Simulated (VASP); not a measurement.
A run of VASP 6.6.1 is set up as follows.

Contents of INCAR:

```
ALGO     = Normal         # electronic algorithm
EDIFF    = 1E-7           # SCF threshold, eV
ENCUT    = 520            # plane-wave cutoff, eV
GGA      = VW             # functional
ISIF     = 2              # what is computed and relaxed
ISMEAR   = -1             # smearing method
LASPH    = True           # aspherical terms in the spheres
LCHARG   = False          # write CHGCAR
LREAL    = False          # projectors in reciprocal space
LWAVE    = False          # write WAVECAR
NBANDS   = 13             # bands
NELM     = 60             # most SCF steps
PREC     = Accurate       # precision mode
SIGMA    = 0.05           # smearing width, eV
```

KPOINTS

```
k-points
0
Gamma
  12 12 12
```

File POSCAR:

```
W
1.0
   -1.5823450000      1.5823450000      1.5823450000
    1.5823450000     -1.5823450000      1.5823450000
    1.5823450000      1.5823450000     -1.5823450000
W
1
Direct
    0.0000000000      0.0000000000      0.0000000000
```

Potentials or basis: VASP PAW PBE potentials, release 64 (W_sv).

Command:

```console
$ cat potpaw_PBE.64/W_sv/POTCAR > POTCAR
$ mpirun -np 1 vasp_std > vasp.out
```

Q: Predict the band gap on the k mesh.

A: Zero (band 7 reaches 16.24 eV, above the bottom of band 8 at 9.84 eV).

Q: Predict the pressure.

A: -8.5 GPa.

Caveat: the PAW data sets were made with another functional, which shifts forces and pressure a little; spin-orbit coupling is left out, which moves the levels of the heavy elements.
